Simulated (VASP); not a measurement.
# Si (P6_3/mmc) in VASP: further runs

Si is run at these levels: LDA; tasks: single point.

All numbers are computed with VASP 6.6.1; they aren't measurements. Logs are shortened: lines on timing, memory, paths and dates and some standing lists are left out, and cuts for length are marked.

**1. The cell of the first run**

The structure is hexagonal, space group P6_3/mmc (No. 194). Conventional cell: a = 3.745 Å, b = 3.745 Å, c = 6.346 Å, α = 90.00°, β = 90.00°, γ = 120.00°. Within 3.0 Å of Si (site symmetry 3m) lie 4 Si at 2.31 to 2.37 Å.

This isn't the form of Si at room conditions, which is diamond.

**2. Single point, LDA (biaxial strain in the a-b plane: -1.5 %)**

INCAR reads:

```
SYSTEM = Si
  ALGO = Normal
  EDIFF = 1E-6
  ENCUT = 520
  GGA = CA
  ISIF = 2
  ISMEAR = 0
  LASPH = .True.
  LCHARG = .False.
  LREAL = .False.
  LWAVE = .False.
  NBANDS = 16
  NELM = 80
  PREC = Accurate
  SIGMA = 0.02
```

KPOINTS reads:

```
k-points
0
Gamma
  12 12 6
  0 0 0
```

POSCAR reads:

```
Si
1.0
    3.7449458472      0.0000000000      0.0000000000
   -1.8724729236      3.2432182395      0.0000000000
    0.0000000000      0.0000000000      6.3457222885
Si
4
Direct
    0.3333333333      0.6666666667      0.0630332922
    0.6666666667      0.3333333333      0.5630332922
    0.3333333333      0.6666666667      0.4369667078
    0.6666666667      0.3333333333      0.9369667078
```

Potentials or basis: VASP PAW LDA potentials, release 64 (Si).

Run with:

```bash
$ cat potpaw_LDA.64/Si/POTCAR > POTCAR
$ mpirun -np 1 vasp_std > vasp.out
```

OUTCAR:

```text
SYSTEM = Si
   EDIFF = 1E-6
   ENCUT = 520
   GGA = CA
   ISIF = 2
   ISMEAR = 0
   LASPH = .True.
   LREAL = .False.
   NELM = 80
   PREC = Accurate

 ion  position               nearest neighbor table
   1  0.333  0.667  0.063-   4 2.31   4 2.31   4 2.31   3 2.37
   2  0.667  0.333  0.563-   3 2.31   3 2.31   3 2.31   4 2.37
   3  0.333  0.667  0.437-   2 2.31   2 2.31   2 2.31   1 2.37
   4  0.667  0.333  0.937-   1 2.31   1 2.31   1 2.31   2 2.37

  LATTYP: Found a hexagonal cell.
 ALAT       =     3.7449458472
 C/A-ratio  =     1.6944763816

  Lattice vectors:

 A1 = (   3.7449458472,   0.0000000000,   0.0000000000)
 A2 = (  -1.8724729236,   3.2432182395,   0.0000000000)
 A3 = (   0.0000000000,   0.0000000000,   6.3457222885)

Analysis of symmetry for initial positions (statically):
=====================================================================
 Subroutine PRICEL returns:
 Original cell was already a primitive cell.

 Routine SETGRP: Setting up the symmetry group for a
 hexagonal supercell.

 Subroutine GETGRP returns: Found 24 space group operations
 (whereof 12 operations were pure point group operations)
 out of a pool of 24 trial point group operations.

The static configuration has the point symmetry D_3d.
 The point group associated with its full space group is D_6h.

Analysis of symmetry for dynamics (positions and initial velocities):
=====================================================================
 Subroutine PRICEL returns:
 Original cell was already a primitive cell.

 Routine SETGRP: Setting up the symmetry group for a
 hexagonal supercell.

 Subroutine GETGRP returns: Found 24 space group operations
 (whereof 12 operations were pure point group operations)
 out of a pool of 24 trial point group operations.

The dynamic configuration has the point symmetry D_3d.
 The point group associated with its full space group is D_6h.

 Subroutine INISYM returns: Found 24 space group operations
 (whereof 12 operations are pure point group operations),
 and found     1 'primitive' translations

----------------------------------------------------------------------------------------

                                     Primitive cell

[... 92 lines left out ...]
   ENCUT  =  520.0 eV  38.22 Ry    6.18 a.u.   6.96  6.96 11.80*2*pi/ulx,y,z
   NELM   =     80;   NELMIN=  2; NELMDL= -5     # of ELM steps
   EDIFF  = 0.1E-05   stopping-criterion for ELM
   LREAL  =      F    real-space projection
   EDIFFG = 0.1E-04   stopping-criterion for IOM
   NSW    =      0    number of steps for IOM
   IBRION =     -1    ionic relax: 0-MD 1-quasi-New 2-CG
   NFREE  =      0    steps in history (QN), initial steepest desc. (CG)
   ISIF   =      2    stress and relaxation
   ISYM   =      2    0-nonsym 1-usesym 2-fastsym
   POTIM  = 0.5000    time-step for ionic-motion
   TEBEG  =    0.0;   TEEND  =   0.0 temperature during run
   PSTRESS=    0.0 pullay stress
   NELECT =      16.0000    total number of electrons
   NUPDOWN=      -1.0000    fix difference up-down
   EMIN   =  10.00;   EMAX   =-10.00  energy-range for DOS
   EFERMI =   0.00;   METHOD = LEGACY
   ISMEAR =     0;   SIGMA  =   0.02  broadening in eV -4-tet -1-fermi 0-gaus
   EFERMI_NEDOS =   21; number of points for ismear=-14 and -15
   IALGO  =     38    algorithm
   IMIX   =      4    mixing-type and parameters
     AMIX     =   0.40;   BMIX     =  1.00
     AMIX_MAG =   1.60;   BMIX_MAG =  1.00
  volume/ion in A,a.u.               =      19.27       130.03
  Fermi-wavevector in a.u.,A,eV,Ry     =   0.969350  1.831806 12.784568  0.939639
  Thomas-Fermi vector in A             =   2.099395
   LORBIT       =      0    0 simple, 1 ext, 2 COOP (PROOUT), +10 PAW based schemes
   GGA     = CA    functional components
   LHFCALC =     F    Hartree Fock is set to
   AEXX    =    0.0000 exact exchange contribution
   IVDW    =     0    specifies the selected vdW correction
   LEPSILON=     F    determine dielectric tensor
   LRPA    =     F    only Hartree local field effects (RPA)
 non-spin polarized calculation
 Gauss-broadening in eV      SIGMA  =   0.02
  energy-cutoff  :      520.00
  volume of cell :       77.07
 maximum number of plane-waves:      2090
 NGX is ok and might be reduce to    28
   NGX = 13   NGY = 13   NGZ = 23

 number of electron      16.0000000 magnetization

 Free energy of the ion-electron system (eV)
  ---------------------------------------------------
  ext. energy  EPLUGINS =         0.00000000
  ---------------------------------------------------
  free energy    TOTEN  =       -23.76675439 eV

  energy without entropy =      -23.76675439  energy(sigma->0) =      -23.76675439

 E-fermi :   6.5599     XC(G=0):  -9.7479

 val. band max:        6.4437447396   @ k =   0.0000   0.0000   0.0000
 cond. band min:       6.7684877952   @ k =   0.5000   0.0000   0.0000
 fundamental gap:      0.3247430556
 Fermi energy:         6.5599316855

 k-point     1 :       0.0000    0.0000    0.0000
  band No.  band energies     occupation
      1      -6.0725      2.00000
      2      -3.8418      2.00000
      3      -0.9960      2.00000
      4       4.9963      2.00000
      5       4.9963      2.00000
      6       6.0093      2.00000
[... 433 lines left out ...]
      3      -0.6423      2.00000
      4       1.5375      2.00000
      5       1.6456      2.00000
      6       3.7085      2.00000
[... 8 lines left out ...]
     15      13.7252      0.00000
     16      13.8750      0.00000

 [... further k-points ...]

------------------------ aborting loop because EDIFF is reached ----------------------------------------

  FORCE on cell =-STRESS in cart. coord.  units (eV):
  Direction    XX          YY          ZZ          XY          YZ          ZX
  --------------------------------------------------------------------------------------
  -------------------------------------------------------------------------------------
  Total        2.0021889      2.0021889     -0.7173931      0.0000000     -0.0000000     -0.0000000
  in kB       41.6210326     41.6210326    -14.9129996      0.0000000     -0.0000000     -0.0000000
  external PRESSURE =      22.7763552 kB  Pullay stress =       0.0000000 kB

 VOLUME and BASIS-vectors are now :
 -----------------------------------------------------------------------------
  energy-cutoff  :      520.00
  volume of cell :       77.07
      direct lattice vectors                 reciprocal lattice vectors
     3.744945847  0.000000000  0.000000000     0.267026558  0.154167855  0.000000000
    -1.872472924  3.243218239  0.000000000     0.000000000  0.308335710  0.000000000
     0.000000000  0.000000000  6.345722289     0.000000000  0.000000000  0.157586474

 POSITION                                       TOTAL-FORCE (eV/Angst)
 -----------------------------------------------------------------------------------
     -0.00000      2.16215      0.39999         0.000000      0.000000      0.283196
      1.87247      1.08107      3.57285         0.000000     -0.000000      0.283196
     -0.00000      2.16215      2.77287        -0.000000      0.000000     -0.283196
      1.87247      1.08107      5.94573        -0.000000     -0.000000     -0.283196
 -----------------------------------------------------------------------------------
    total drift:                               -0.000000      0.000000     -0.000000

  FREE ENERGIE OF THE ION-ELECTRON SYSTEM (eV)
  ---------------------------------------------------
  free  energy   TOTEN  =       -23.7667543936 eV

  energy  without entropy=      -23.7667543936  energy(sigma->0) =      -23.76675439
```

OSZICAR:

```text
N       E                     dE             d eps       ncg     rms          rms(c)
DAV:   1     0.245104192392E+02    0.24510E+02   -0.59828E+03  2432   0.822E+02
DAV:   2    -0.223828315923E+02   -0.46893E+02   -0.42553E+02  3256   0.123E+02
DAV:   3    -0.243280738065E+02   -0.19452E+01   -0.19281E+01  3344   0.235E+01
DAV:   4    -0.243519949093E+02   -0.23921E-01   -0.23917E-01  2992   0.330E+00
DAV:   5    -0.243524086564E+02   -0.41375E-03   -0.41372E-03  3328   0.415E-01    0.746E+00
DAV:   6    -0.239448432137E+02    0.40757E+00   -0.16952E-01  2976   0.195E+00    0.447E+00
DAV:   7    -0.237668966678E+02    0.17795E+00   -0.31858E-01  2904   0.270E+00    0.356E-01
DAV:   8    -0.237668155152E+02    0.81153E-04   -0.27476E-02  2904   0.891E-01    0.141E-01
DAV:   9    -0.237667382124E+02    0.77303E-04   -0.86610E-04  3240   0.166E-01    0.896E-02
DAV:  10    -0.237667535780E+02   -0.15366E-04   -0.90409E-05  3136   0.524E-02    0.211E-02
DAV:  11    -0.237667543936E+02   -0.81552E-06   -0.71462E-06  3168   0.148E-02
   1 F= -.23766754E+02 E0= -.23766754E+02  d E =-.575674E-19
```

stdout:

```text
POSCAR found type information on POSCAR Si
 POSCAR found :  1 types and       4 ions
 scaLAPACK will be used
 LDA part: xc-table for (Slater(with rela. corr.)+CA(PZ))
 , standard interpolation
 POSCAR, INCAR and KPOINTS ok, starting setup
 FFT: planning ... GRIDC
 FFT: planning ... GRID_SOFT
 FFT: planning ... GRID
 WAVECAR not read
 entering main loop
```

It took 38 s on 1 thread of Intel Xeon Platinum 8488C (Sapphire Rapids), shared host; peak memory 0.19 GiB.

What came out:

```yaml
Free_energy: -23.7668 eV
Pressure: 2.3 GPa
Largest_force: 0.283 eV/Å
Band_gap_on_the_k_mesh: 0.32 eV (least direct gap 1.32 eV)
```

Forces in eV/Å, atoms in the order of the input:
```
Si   0.000  0.000  0.283
Si   0.000  0.000  0.283
Si   0.000  0.000 -0.283
Si   0.000  0.000 -0.283
```

Levels at points of the mesh, in eV from the valence-band top:
| k point | band 6 | band 7 | band 8 | band 9 | band 10 | band 11 |
| --- | --- | --- | --- | --- | --- | --- |
| (0.00, 0.00, 0.00) | -0.43 | 0.00 | 0.00 | 1.32 | 1.90 | 2.08 |
| (0.50, 0.00, 0.00) | -3.15 | -3.10 | -1.54 | 0.32 | 2.28 | 2.78 |
| (0.00, 0.00, 0.50) | -0.88 | -0.88 | -0.88 | 2.03 | 2.03 | 3.01 |
| (0.50, 0.00, 0.50) | -2.62 | -2.48 | -2.48 | 0.78 | 0.78 | 1.43 |

Caveat: the cell differs from its parent crystal (biaxial strain in the a-b plane: -1.5 %); the stress differs along the axes, from -1 to 4 GPa.

**3. Single point, LDA**

This run uses another cell than the first one, of 19.68 Å³/atom.

INCAR reads:

```
SYSTEM = Si
  PREC = Accurate
  ENCUT = 520
  EDIFF = 1E-6
  ISMEAR = 0
  SIGMA = 0.02
  LREAL = .FALSE.
  LASPH = .TRUE.
  NELM = 60
  ALGO = Normal
  ISIF = 2
  LWAVE = .FALSE.
  LCHARG = .FALSE.
  GGA = CA
  NBANDS = 16
```

KPOINTS reads:

```
regular mesh
0
G
  12 12 6
  0 0 0
```

POSCAR reads:

```
Si
1.0
    3.8019754794      0.0000000000      0.0000000000
   -1.9009877397      3.2926073497      0.0000000000
    0.0000000000      0.0000000000      6.2891202067
Si
4
Direct
    0.3333333333      0.6666666667      0.0630332922
    0.6666666667      0.3333333333      0.5630332922
    0.3333333333      0.6666666667      0.4369667078
    0.6666666667      0.3333333333      0.9369667078
```

Potentials or basis: VASP PAW LDA potentials, release 64 (Si).

Run with:

```bash
$ cat potpaw_LDA.64/Si/POTCAR > POTCAR
$ mpirun -np 1 vasp_std > vasp.out
```

OUTCAR:

```text
SYSTEM = Si
   PREC = Accurate
   ENCUT = 520
   EDIFF = 1E-6
   ISMEAR = 0
   LREAL = .FALSE.
   LASPH = .TRUE.
   NELM = 60
   ISIF = 2
   GGA = CA

 ion  position               nearest neighbor table
   1  0.333  0.667  0.063-   4 2.33   4 2.33   4 2.33   3 2.35
   2  0.667  0.333  0.563-   3 2.33   3 2.33   3 2.33   4 2.35
   3  0.333  0.667  0.437-   2 2.33   2 2.33   2 2.33   1 2.35
   4  0.667  0.333  0.937-   1 2.33   1 2.33   1 2.33   2 2.35

  LATTYP: Found a hexagonal cell.
 ALAT       =     3.8019754794
 C/A-ratio  =     1.6541716907
[... 655 lines left out ...]
  Direction    XX          YY          ZZ          XY          YZ          ZX
  --------------------------------------------------------------------------------------
  -------------------------------------------------------------------------------------
  Total        0.0263929      0.0263929      0.0291909      0.0000000      0.0000000      0.0000000
  in kB        0.5371043      0.5371043      0.5940438      0.0000000      0.0000000      0.0000000
  external PRESSURE =       0.5560842 kB  Pullay stress =       0.0000000 kB

 VOLUME and BASIS-vectors are now :
 -----------------------------------------------------------------------------
  energy-cutoff  :      520.00
  volume of cell :       78.73
      direct lattice vectors                 reciprocal lattice vectors
     3.801975479  0.000000000  0.000000000     0.263021160  0.151855337  0.000000000
    -1.900987740  3.292607350  0.000000000     0.000000000  0.303710675  0.000000000
     0.000000000  0.000000000  6.289120207     0.000000000  0.000000000  0.159004752

 POSITION                                       TOTAL-FORCE (eV/Angst)
 -----------------------------------------------------------------------------------
     -0.00000      2.19507      0.39642        -0.000000      0.000000      0.001237
      1.90099      1.09754      3.54098         0.000000     -0.000000      0.001237
     -0.00000      2.19507      2.74814         0.000000      0.000000     -0.001237
      1.90099      1.09754      5.89270         0.000000     -0.000000     -0.001237
 -----------------------------------------------------------------------------------
    total drift:                               -0.000000      0.000000     -0.000000

  FREE ENERGIE OF THE ION-ELECTRON SYSTEM (eV)
  ---------------------------------------------------
  free  energy   TOTEN  =       -23.8003509067 eV

  energy  without entropy=      -23.8003509067  energy(sigma->0) =      -23.80035091
```

stdout:

```text
POSCAR found type information on POSCAR Si
 POSCAR found :  1 types and       4 ions
 scaLAPACK will be used
 LDA part: xc-table for (Slater(with rela. corr.)+CA(PZ))
 , standard interpolation
 POSCAR, INCAR and KPOINTS ok, starting setup
 FFT: planning ... GRIDC
 FFT: planning ... GRID_SOFT
 FFT: planning ... GRID
 WAVECAR not read
 entering main loop
```

Wall time 38 s (1 thread of Intel Xeon Platinum 8488C (Sapphire Rapids), shared host); peak memory 0.19 GiB.

What came out:

```
Free energy            : -23.8004 eV
Pressure               : 0.1 GPa
Band gap on the k mesh : 0.27 eV (least direct gap 1.00 eV)
```

Levels at points of the mesh, in eV from the valence-band top:
| k point | band 6 | band 7 | band 8 | band 9 | band 10 | band 11 |
| --- | --- | --- | --- | --- | --- | --- |
| (0.00, 0.00, 0.00) | -0.37 | 0.00 | 0.00 | 1.00 | 1.95 | 1.95 |
| (0.50, 0.00, 0.00) | -3.12 | -3.10 | -1.47 | 0.27 | 2.29 | 2.87 |
| (0.00, 0.00, 0.50) | -0.94 | -0.94 | -0.94 | 1.78 | 1.78 | 2.94 |
| (0.50, 0.00, 0.50) | -2.51 | -2.47 | -2.47 | 0.80 | 0.80 | 1.55 |

A k mesh can miss the band edges.
